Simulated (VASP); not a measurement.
WC: single point with r2SCAN

WC:

```
W C
1.0
     0.00000    2.19268    2.19268
     2.19268    0.00000    2.19268
     2.19268    2.19268    0.00000
W C
1 1
Cartesian
  0.0000 -0.0177 -0.0177
  2.1927 2.1927 2.1927
```

This cell differs from its parent crystal: all W atoms moved +0.025 Å, as atom 1 towards its neighbour atom 1 (W) at 3.101 Å.

```json
{"Program": "VASP 6.6.1", "Task": "single point", "Functional": "r2SCAN", "Potentials or basis": "VASP PAW PBE potentials, release 64 (W_sv, C)", "Cutoff": "520 eV", "k mesh": "18 × 18 × 18", "Occupations": "gaussian, width 0.15 eV", "Spin": "no spin polarisation", "Dipole correction": "no", "Further INCAR settings": "ALGO = Normal; EDIFF = 1e-06; NBANDS = 16"}
```

```yaml
Pressure: -3.6 GPa
Largest_force: 0.131 eV/Å
Band_gap_on_the_k_mesh: zero (bands 9 and 10 overlap by 3.29 eV)
```

Forces in eV/Å, atoms in the order of the input:
```
W    0.000  0.093  0.093
C    0.000 -0.093 -0.093
```

Stress tensor (GPa, compression positive):
```
-3.67  0.00  0.00
 0.00 -3.50  0.01
 0.00  0.01 -3.50
```

Levels at points of the mesh, in eV from the Fermi level:
| k point | band 7 | band 8 | band 9 | band 10 | band 11 | band 12 |
| --- | --- | --- | --- | --- | --- | --- |
| (0.00, 0.00, 0.00) | -2.85 | -2.83 | -1.33 | -1.22 | -1.13 | -0.92 |
| (0.50, 0.00, 0.00) | -6.93 | -6.93 | 1.10 | 1.10 | 2.50 | 5.36 |
| (0.00, 0.50, 0.00) | -6.93 | -6.92 | 1.10 | 1.10 | 2.50 | 5.35 |
| (0.50, 0.50, 0.00) | -5.88 | -2.70 | -2.69 | 0.87 | 2.35 | 2.35 |
| (0.00, 0.50, 0.50) | -5.89 | -2.70 | -2.68 | 0.87 | 2.35 | 2.35 |

Wall time 10 min on 1 thread of Intel(R) Xeon(R) Platinum 8559C (Emerald Rapids), on a shared host, peak memory 0.39 GiB.

Caveat: the cell differs from its parent crystal (all W atoms moved +0.025 Å, as atom 1 towards its neighbour atom 1 (W) at 3.101 Å); the cell stands under tension; the PAW data sets were made with another functional, which shifts forces and pressure a little; spin-orbit coupling is left out, which moves the levels of the heavy elements.
